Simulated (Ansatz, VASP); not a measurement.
**CrO2 in VASP and in Ansatz**

The input INCAR:

```
SYSTEM = CrO2
  PREC = Accurate
  ENCUT = 520
  EDIFF = 1E-7
  ISMEAR = -1
  SIGMA = 0.05
  LREAL = .FALSE.
  LASPH = .TRUE.
  NELM = 150
  ALGO = Normal
  ISIF = 2
  LWAVE = .FALSE.
  LCHARG = .TRUE.
  ISPIN = 2
  MAGMOM = 3 0 0
  LORBIT = 11
  LMAXMIX = 4
  GGA = PE
  LELF = .TRUE.
  LVHAR = .TRUE.
  NBANDS = 23
```

File KPOINTS:

```
Automatic mesh
0
G
  10 10 10
  0 0 0
```

File POSCAR:

```
CrO2
1.0
    1.4799679104      0.8544598715      4.7578054909
   -1.4799679104      0.8544598715      4.7578054909
    0.0000000000     -1.7089197429      4.7578054909
Cr O
1 2
Direct
    0.5000000000      0.5000000000      0.5000000000
    0.2309180000      0.2309180000      0.2309180000
    0.7690820000      0.7690820000      0.7690820000
```

input.yaml

```yaml
crystal:
  lattice:
    - [1.4799679104, 0.8544598715, 4.7578054909]
    - [-1.4799679104, 0.8544598715, 4.7578054909]
    - [0.0, -1.7089197429, 4.7578054909]
  atoms:
    - { symbol: Cr, position: [0.5, 0.5, 0.5], spin: 3.0 }
    - { symbol: O, position: [0.230918, 0.230918, 0.230918] }
    - { symbol: O, position: [0.769082, 0.769082, 0.769082] }
hamiltonian:
  xc: pbe
  pseudopotentials: { kind: paw }
magnetization:
  spin_polarized: true
kpoints:
  mp_grid: { grid: [10, 10, 10] }
scf:
  occupations: { method: fermi_dirac, width: 0.05 }
output:
  forces: true
  stress: true
  eigenvalues: true
```

Alike in both runs: task single point; functional PBE; k mesh 10 × 10 × 10; occupations fermi-dirac, width 0.05 eV; collinear spin.

|  | VASP | Ansatz |
| --- | --- | --- |
| version | VASP 6.6.1 | Ansatz 0.2.0 |
| potentials or method | VASP PAW PBE potentials, release 64 (Cr_pv, O) | Ansatz PAW |
| plane-wave cutoff (eV) | 520 | 420 |
| valence electrons in the cell | 24 | 26 |

Ansatz gave:

| Property | Result |
| --- | --- |
| gap on the k mesh at the Fermi level (eV) | none |
| pressure (GPa) | -5.0 |
| traceless stress, the component that is largest in VASP (GPa) | 5.06 |
| rms of the force components (eV/Å) | 0.037 |
| net moment per atom (μB) | 0.67 |
| size of the moment on the site where the two differ most (μB) | 1.79 |

**Question.** What did VASP give for the same quantities?

**Answer.** gap on the k mesh at the Fermi level (eV): none; pressure (GPa): -4.3; traceless stress, the component that is largest in VASP (GPa): 4.66; rms of the force components (eV/Å): 0.010; net moment per atom (μB): 0.67; size of the moment on the site where the two differ most (μB): 2.12.

Site moments also hang on the region over which each program counts them. Atom by atom the forces differ by 0.028 eV/Å (rms over components). A gap of «none» marks a metal or a gap that the smearing closes. VASP's potentials hold 24 valence electrons a cell and Ansatz's 26, so a difference there can come from the potentials and not from the codes.
